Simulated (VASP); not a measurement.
Runs of VASP 6.6.1 on GaSb. Symmetry: F-43m, No. 216, cubic system. The conventional cell has a = 6.132 Å, b = 6.132 Å, c = 6.132 Å, α = 90.00°, β = 90.00°, γ = 90.00°. Within 3.5 Å of Ga (site symmetry -43m) lie 4 Sb at 2.66 Å. Sb (site symmetry -43m) has 4 Ga at 2.66 Å within 3.5 Å. 

```tsv
level	k mesh	cutoff (eV)	smearing	grid for exact exchange (PRECFOCK)	share of exact exchange	screening parameter	gap on the mesh (eV)	pressure (GPa)
PBE-based screened hybrid with 10 % exact exchange	4 × 4 × 4	400	fermi-dirac 0.02 eV	Normal	0.1	0.1 1/Å	0.41	1.1
r2SCAN	6 × 6 × 6	550	fermi-dirac 0.05 eV	-	-	-	0.40	0.0
PBE-based screened hybrid with 50 % exact exchange	4 × 4 × 4	400	fermi-dirac 0.02 eV	Normal	0.5	0.3 1/Å	1.42	(b)
PBE-based global hybrid with 10 % exact exchange	4 × 4 × 4	400	fermi-dirac 0.02 eV	Normal	0.1	-	0.57	1.1
PBE-based global hybrid with 75 % exact exchange	4 × 4 × 4	400	fermi-dirac 0.02 eV	Normal	0.75	-	(a)	-3.5
```

Alike in all rows: task single point; potentials or basis VASP PAW PBE potentials, release 64 (Ga_d, Sb_d_GW); no spin polarisation; cell as given.

Estimate the missing entries.

(a) 4.73; (b) -1.0.

Caveats: some runs use coarse meshes; the PAW data sets were made with another functional, which shifts forces and pressure a little; spin-orbit coupling is left out, which moves the levels of the heavy elements; semilocal functionals underestimate gaps, and a narrow one can read as zero (at least some runs).

A k mesh can miss the band edges, and the runs leave out spin-orbit coupling on Ga, Sb.
